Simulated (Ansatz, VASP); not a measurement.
One calculation of Au, two programs

```
CELL_PARAMETERS angstrom
2.90000 0.00000 0.00000
-1.45000 2.51147 0.00000
0.00000 0.00000 4.78240
ATOMIC_POSITIONS crystal
Au 0.33333 0.66667 0.75000
Au 0.66667 0.33333 0.25000
```

Change from the starting cell: zz strain of -2 %.

Alike in both runs: task single point; functional PBEsol; k mesh 14 × 14 × 8; occupations fermi-dirac, width 0.03 eV; no spin polarisation.

|  | VASP | Ansatz |
| --- | --- | --- |
| version | VASP 6.6.1 | Ansatz 0.2.0 |
| potentials or method | VASP PAW PBE potentials, release 64 (Au), cutoff 520 eV | all-electron LAPW, scalar-relativistic |

VASP gave:

```
pressure (GPa)                                                : -3.9
traceless stress, the component that is largest in VASP (GPa) : 0.76
```

Problem. Estimate Ansatz's values.

Solution. Pressure (GPa): -3.6; traceless stress, the component that is largest in VASP (GPa): 0.80.

VASP's potentials were made for PBE, not for PBEsol. Ansatz ran all-electron here, and VASP with PAW potentials.

Neither program's run includes spin-orbit coupling.
